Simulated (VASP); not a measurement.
Runs of VASP 6.6.1 on KCl. The structure is that of space group F-43m (No. 216), or close to it. The cells are those of the table. 

```tsv
task	level	potentials or basis	cell	k mesh	cutoff (eV)	smearing	grid for exact exchange (PRECFOCK)	share of exact exchange	gap on the mesh (eV)	pressure (GPa)	relaxed volume (Å³/atom)
single point	PBE	VASP PAW PBE potentials, release 64 (K_sv, Cl)	a = 4.960 Å, angles 60.0°, 2 atoms	4 × 4 × 4	520	gaussian 0.01 eV	-	-	4.77	0.3	-
single point	LDA	VASP PAW LDA potentials, release 64 (K_sv, Cl)	a = 4.960 Å, angles 60.0°, 2 atoms	6 × 6 × 6	520	gaussian 0.01 eV	-	-	(b)	-1.2	-
single point	r2SCANh	VASP PAW PBE potentials, release 64 (K_sv, Cl)	a = 4.960 Å, angles 60.0°, 2 atoms	4 × 4 × 4	520	gaussian 0.01 eV	Normal	0.1	6.04	0.0	-
single point	LDA	VASP PAW LDA potentials, release 64 (K_sv, Cl)	a = 4.798 Å, angles 60.0°, 2 atoms	6 × 6 × 6	520	fermi-dirac 0.02 eV	-	-	4.63	0.0	-
single point	r2SCAN	VASP PAW PBE potentials, release 64 (K_sv, Cl)	a = 4.960 Å, angles 60.0°, 2 atoms	6 × 6 × 6	520	fermi-dirac 0.02 eV	-	-	5.35	0.0	-
single point	PBE	VASP PAW PBE potentials, release 64 (K_sv, Cl)	a = 4.960 Å, angles 60.0°, 2 atoms	6 × 6 × 6	520	fermi-dirac 0.02 eV	-	-	4.77	0.3	-
relaxation of cell and atoms	r2SCAN	VASP PAW PBE potentials, release 64 (K_sv, Cl)	relaxed from a = 4.997 Å, angles 60.0°, 2 atoms	6 × 6 × 6	600	fermi-dirac 0.02 eV	-	-	5.35	0.0	43.23
single point	PBE0	VASP PAW PBE potentials, release 64 (K_sv, Cl)	a = 4.960 Å, angles 60.0°, 2 atoms	4 × 4 × 4	520	gaussian 0.01 eV	Normal	0.25	6.78	0.1	-
relaxation of cell and atoms	LDA	VASP PAW LDA potentials, release 64 (K_sv, Cl)	relaxed from a = 4.997 Å, angles 60.0°, 2 atoms	6 × 6 × 6	600	fermi-dirac 0.02 eV	-	-	4.62	0.0	(a)
dielectric tensor	PBE	VASP PAW PBE potentials, release 64 (K_sv, Cl)	a = 4.960 Å, angles 60.0°, 2 atoms	6 × 6 × 6	520	gaussian 0.01 eV	-	-	4.77	-	-
```

Alike in all rows: no spin polarisation.

Q: Fill in the values left out.

A: (a) 39.14; (b) 4.47.

Caveats: the structure was generated, so it needn't be the stable form of KCl; the PAW data sets were made with another functional, which shifts forces and pressure a little (at least some runs).

A k mesh can miss the band edges.
